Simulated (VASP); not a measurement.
# Na (C2/m) in VASP: single point with PBE+D3(BJ)

Aim: the single point of Na with PBE+D3(BJ).

Program: VASP 6.6.1. These are calculated values, not measurements. Logs are shortened: lines on timing, memory, paths and dates and some standing lists are left out, and cuts for length are marked.

## Step 1: The cell of the first run

The structure is monoclinic, space group C2/m (No. 12). The conventional cell has a = 6.393 Å, b = 3.713 Å, c = 9.614 Å, α = 90.00°, β = 103.07°, γ = 90.00°. Na (site symmetry 2/m) has 12 Na at 3.70 to 3.79 Å within 4.9 Å. Within 4.9 Å of Na (site symmetry m) lie 12 Na at 3.70 to 3.79 Å.

## Step 2: Single point, PBE+D3(BJ)

INCAR

```
PREC = Accurate
ENCUT = 500
EDIFF = 1E-6
ISMEAR = 0
SIGMA = 0.1
LREAL = F
LASPH = T
NELM = 120
ALGO = Normal
ISIF = 2
LWAVE = F
LCHARG = T
GGA = PE
IVDW = 12
LELF = T
LVHAR = T
NBANDS = 18
GGA_COMPAT = F
```

KPOINTS

```
Automatic mesh
0
Gamma
  6 6 2
```

POSCAR

```
Na
1.0
    3.1966520447     -1.8565520294      0.0000000000
    3.1966520447      1.8565520294      0.0000000000
   -2.1744518352      0.0000000000      9.3648511597
Na
3
Direct
    0.0000000000      0.0000000000      0.0000000000
    0.2224150000      0.2224150000      0.6666760000
    0.7775850000      0.7775850000      0.3333240000
```

Potentials or basis: VASP PAW PBE potentials, release 64 (Na_pv).

Launch:

```sh
> cat potpaw_PBE.64/Na_pv/POTCAR > POTCAR
> mpirun -np 1 vasp_std > vasp.out
```

OUTCAR:

```text
PREC = Accurate
   ENCUT = 500
   EDIFF = 1E-6
   ISMEAR = 0
   LREAL = F
   LASPH = T
   NELM = 120
   ISIF = 2
   GGA = PE
   IVDW = 12
 IVDW          = 12

 ion  position               nearest neighbor table
   1  0.000  0.000  0.000-
   2  0.222  0.222  0.667-
   3  0.778  0.778  0.333-

  LATTYP: Found a base centered monoclinic cell.
 ALAT       =     6.3933040894
 B/A-ratio  =     0.5807801423
 C/A-ratio  =     1.5037582021
 COS(beta)  =    -0.2261759492

  Lattice vectors:

 A1 = (   3.1966520447,  -1.8565520294,   0.0000000000)
 A2 = (   3.1966520447,   1.8565520294,   0.0000000000)
 A3 = (  -2.1744518352,   0.0000000000,   9.3648511597)

Analysis of symmetry for initial positions (statically):
=====================================================================
 Subroutine PRICEL returns:
 Original cell was already a primitive cell.

 Routine SETGRP: Setting up the symmetry group for a
 base centered monoclinic supercell.

 Subroutine GETGRP returns: Found  4 space group operations
 (whereof  4 operations were pure point group operations)
 out of a pool of  4 trial point group operations.

The static configuration has the point symmetry C_2h.

Analysis of symmetry for dynamics (positions and initial velocities):
=====================================================================
 Subroutine PRICEL returns:
 Original cell was already a primitive cell.

 Routine SETGRP: Setting up the symmetry group for a
 base centered monoclinic supercell.

 Subroutine GETGRP returns: Found  4 space group operations
 (whereof  4 operations were pure point group operations)
 out of a pool of  4 trial point group operations.

The dynamic configuration has the point symmetry C_2h.

 Subroutine INISYM returns: Found  4 space group operations
 (whereof  4 operations are pure point group operations),
 and found     1 'primitive' translations

----------------------------------------------------------------------------------------

                                     Primitive cell

  volume of cell :     111.1561

  direct lattice vectors                    reciprocal lattice vectors
     3.196652045 -1.856552029  0.000000000     0.156413646 -0.269316449  0.036318136
     3.196652045  1.856552029  0.000000000     0.156413646  0.269316449  0.036318136
    -2.174451835  0.000000000  9.364851160     0.000000000  0.000000000  0.106782263

  length of vectors
[... 83 lines left out ...]
   NELM   =    120;   NELMIN=  2; NELMDL= -5     # of ELM steps
   EDIFF  = 0.1E-05   stopping-criterion for ELM
   LREAL  =      F    real-space projection
   EDIFFG = 0.1E-04   stopping-criterion for IOM
   NSW    =      0    number of steps for IOM
   IBRION =     -1    ionic relax: 0-MD 1-quasi-New 2-CG
   NFREE  =      0    steps in history (QN), initial steepest desc. (CG)
   ISIF   =      2    stress and relaxation
   ISYM   =      2    0-nonsym 1-usesym 2-fastsym
   POTIM  = 0.5000    time-step for ionic-motion
   TEBEG  =    0.0;   TEEND  =   0.0 temperature during run
   PSTRESS=    0.0 pullay stress
   NELECT =      21.0000    total number of electrons
   NUPDOWN=      -1.0000    fix difference up-down
   EMIN   =  10.00;   EMAX   =-10.00  energy-range for DOS
   EFERMI =   0.00;   METHOD = LEGACY
   ISMEAR =     0;   SIGMA  =   0.10  broadening in eV -4-tet -1-fermi 0-gaus
   EFERMI_NEDOS =   21; number of points for ismear=-14 and -15
   IALGO  =     38    algorithm
   IMIX   =      4    mixing-type and parameters
     AMIX     =   0.40;   BMIX     =  1.00
     AMIX_MAG =   1.60;   BMIX_MAG =  1.00
  volume/ion in A,a.u.               =      37.05       250.04
  Fermi-wavevector in a.u.,A,eV,Ry     =   0.939370  1.775152 12.006005  0.882416
  Thomas-Fermi vector in A             =   2.066676
   LORBIT       =      0    0 simple, 1 ext, 2 COOP (PROOUT), +10 PAW based schemes
   GGA     = PE    functional components
   LHFCALC =     F    Hartree Fock is set to
   AEXX    =    0.0000 exact exchange contribution
   IVDW    =    12    specifies the selected vdW correction
   LEPSILON=     F    determine dielectric tensor
   LRPA    =     F    only Hartree local field effects (RPA)
 non-spin polarized calculation
 Gauss-broadening in eV      SIGMA  =   0.10
  energy-cutoff  :      500.00
  volume of cell :      111.16
 maximum number of plane-waves:      2858
   NGX = 13   NGY = 13   NGZ = 35

 number of electron      20.9999991 magnetization

 Free energy of the ion-electron system (eV)
  ---------------------------------------------------
  ext. energy  EPLUGINS =         0.00000000
  ---------------------------------------------------
  free energy    TOTEN  =        -3.94582982 eV

  energy without entropy =       -3.94276349  energy(sigma->0) =       -3.94429666

 E-fermi :   0.2710     XC(G=0):  -6.5030

 val. band max:        0.2273515670   @ k =  -0.3333   0.1667   0.5000
 cond. band min:       0.4143475958   @ k =  -0.3333   0.1667   0.5000
 fundamental gap:      0.1869960288
 Fermi energy:         0.2709926506

 k-point     1 :       0.0000    0.0000    0.0000
  band No.  band energies     occupation
      1     -24.5918      2.00000
      2     -24.5917      2.00000
      3     -24.5704      2.00000
      4     -24.5703      2.00000
      5     -24.5702      2.00000
      6     -24.5702      2.00000
[... 481 lines left out ...]
      5     -24.5827      2.00000
      6     -24.5798      2.00000
[... 10 lines left out ...]
     17       5.1938      0.00000
     18       5.7696      0.00000

 [... further k-points ...]

------------------------ aborting loop because EDIFF is reached ----------------------------------------

 Edisp (eV)   -0.46142

 E8    (eV) :    -0.2251

  FORCE on cell =-STRESS in cart. coord.  units (eV):
  Direction    XX          YY          ZZ          XY          YZ          ZX
  --------------------------------------------------------------------------------------
  -------------------------------------------------------------------------------------
  Total      -0.14648    -0.23330    -1.01524     0.00000     0.00000    -0.13087
  in kB      -2.11132    -3.36275   -14.63343     0.00000     0.00000    -1.88636
  external pressure =       -6.70 kB  Pullay stress =        0.00 kB

 VOLUME and BASIS-vectors are now :
 -----------------------------------------------------------------------------
  energy-cutoff  :      500.00
  volume of cell :      111.16
      direct lattice vectors                 reciprocal lattice vectors
     3.196652045 -1.856552029  0.000000000     0.156413646 -0.269316449  0.036318136
     3.196652045  1.856552029  0.000000000     0.156413646  0.269316449  0.036318136
    -2.174451835  0.000000000  9.364851160     0.000000000  0.000000000  0.106782263

 POSITION                                       TOTAL-FORCE (eV/Angst)
 -----------------------------------------------------------------------------------
      0.00000      0.00000      0.00000        -0.000000      0.000000      0.000000
     -0.02769      0.00000      6.24332         0.001655      0.000000      0.000492
      4.24654      0.00000      3.12153        -0.001655      0.000000     -0.000492
 -----------------------------------------------------------------------------------
    total drift:                               -0.000000      0.000000      0.000000

  FREE ENERGIE OF THE ION-ELECTRON SYSTEM (eV)
  ---------------------------------------------------
  free  energy   TOTEN  =        -4.4072520488 eV

  energy  without entropy=       -4.4041857258  energy(sigma->0) =       -4.40571889
```

OSZICAR:

```text
N       E                     dE             d eps       ncg     rms          rms(c)
DAV:   1     0.161260973018E+03    0.16126E+03   -0.10749E+04   960   0.105E+03
DAV:   2     0.423825564315E+01   -0.15702E+03   -0.15483E+03   936   0.310E+02
DAV:   3    -0.382370854180E+01   -0.80620E+01   -0.80508E+01  1080   0.888E+01
DAV:   4    -0.394536548769E+01   -0.12166E+00   -0.12164E+00  1112   0.113E+01
DAV:   5    -0.394805314554E+01   -0.26877E-02   -0.26876E-02  1112   0.174E+00    0.350E-01
DAV:   6    -0.394680777717E+01    0.12454E-02   -0.17831E-03  1190   0.486E-01    0.234E-01
DAV:   7    -0.394585659804E+01    0.95118E-03   -0.28018E-03  1188   0.543E-01    0.286E-02
DAV:   8    -0.394583069056E+01    0.25907E-04   -0.22109E-04  1088   0.242E-01    0.595E-03
DAV:   9    -0.394582981793E+01    0.87262E-06   -0.64085E-06  1122   0.392E-02
   1 F= -.44072520E+01 E0= -.44057189E+01  d E =-.306632E-02
```

stdout:

```text
POSCAR found type information on POSCAR Na
 POSCAR found :  1 types and       3 ions
 scaLAPACK will be used
 LDA part: xc-table for (Slater+PW92), standard interpolation
 POSCAR, INCAR and KPOINTS ok, starting setup
 FFT: planning ... GRIDC
 FFT: planning ... GRID_SOFT
 FFT: planning ... GRID
 WAVECAR not read
 entering main loop
```

It took 55 s on 1 thread of Intel Xeon 8259CL, shared host; peak memory 0.23 GiB.

What came out:

```
Free energy                : -4.4073 eV
Pressure                   : -0.7 GPa
Dispersion energy per atom : -0.154 eV
```

Stress tensor (GPa, compression positive):
```
-0.21  0.00 -0.19
 0.00 -0.34  0.00
-0.19  0.00 -1.46
```

Levels at points of the mesh, in eV from the Fermi level:
```csv
k point,band 7,band 8,band 9,band 10,band 11,band 12,band 13,band 14,band 15,band 16
"(0.00, 0.00, 0.00)",-24.84,-24.84,-24.84,-3.22,-1.48,-1.48,3.53,3.53,10.46,10.53
"(0.50, 0.00, 0.00)",-24.85,-24.84,-24.84,0.40,0.53,1.35,1.81,2.65,2.79,5.85
"(0.50, 0.50, 0.00)",-24.85,-24.85,-24.85,0.59,0.68,1.01,1.42,3.34,3.47,4.97
"(0.00, 0.00, 0.50)",-24.84,-24.84,-24.84,-2.78,-2.78,0.48,0.83,7.10,7.10,10.29
"(0.50, 0.00, 0.50)",-24.85,-24.85,-24.85,0.55,0.64,0.99,1.41,3.26,3.40,5.00
"(0.50, 0.50, 0.50)",-24.85,-24.84,-24.84,0.43,0.56,1.41,1.87,2.64,2.78,5.91
```

Caveat: pairwise dispersion overbinds metals, which lowers pressure and volume.
